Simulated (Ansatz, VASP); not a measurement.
**One calculation of LiF, two programs**

File INCAR:

```
ALGO = Normal
EDIFF = 1E-7
ENCUT = 520
GGA = PE
ISIF = 2
ISMEAR = 0
LASPH = T
LCHARG = F
LREAL = F
LWAVE = F
NBANDS = 12
NELM = 80
PREC = Accurate
SIGMA = 0.05
```

Contents of KPOINTS:

```
k-points
0
Gamma
  10 10 10
```

Contents of POSCAR:

```
LiF
1.0
    2.3547703600      0.0000000000      0.0000000000
    0.0000000000      2.3547703600      0.0000000000
    0.0000000000      0.0000000000      2.7642956400
Li F
1 1
Direct
    0.0000000000      0.0000000000      0.0000000000
    0.5000000000      0.5000000000      0.5000000000
```

Input for Ansatz:

```yaml
crystal:
  lattice:
    - [2.35477036, 0.0, 0.0]
    - [0.0, 2.35477036, 0.0]
    - [0.0, 0.0, 2.76429564]
  atoms:
    - { symbol: Li, position: [0.0, 0.0, 0.0] }
    - { symbol: F, position: [0.5, 0.5, 0.5] }
basis:
  ecutwfc: 420
kpoints:
  mp_grid: { grid: [10, 10, 10] }
hamiltonian:
  xc: pbe
scf:
  occupations: { method: gaussian, width: 0.05 }
output:
  forces: true
  stress: true
  eigenvalues: true
```

Change from the starting cell: strain -0.080 along x and y, +0.080 along z, atoms carried along.

Alike in both runs: task single point; functional PBE; k mesh 10 × 10 × 10; occupations gaussian, width 0.05 eV; no spin polarisation.

|  | VASP | Ansatz |
| --- | --- | --- |
| version | VASP 6.6.1 | Ansatz 0.2.0 |
| potentials or method | VASP PAW PBE potentials, release 64 (Li_sv, F), cutoff 520 eV | scalar-relativistic, plane waves, PAW |
| valence electrons in the cell | 10 | 10 |

|  | VASP | Ansatz | Ansatz less VASP |
| --- | --- | --- | --- |
| gap on the k mesh at the Fermi level (eV) | 7.31 | 7.30 | -0.013 |
| least direct gap on the mesh (eV) | 7.92 | 7.91 | -0.014 |

With one functional, cell and mesh, what is left measures potentials, basis and numerics.

Noted on VASP's run: the cutoff is short for stress, so the pressure is rough.
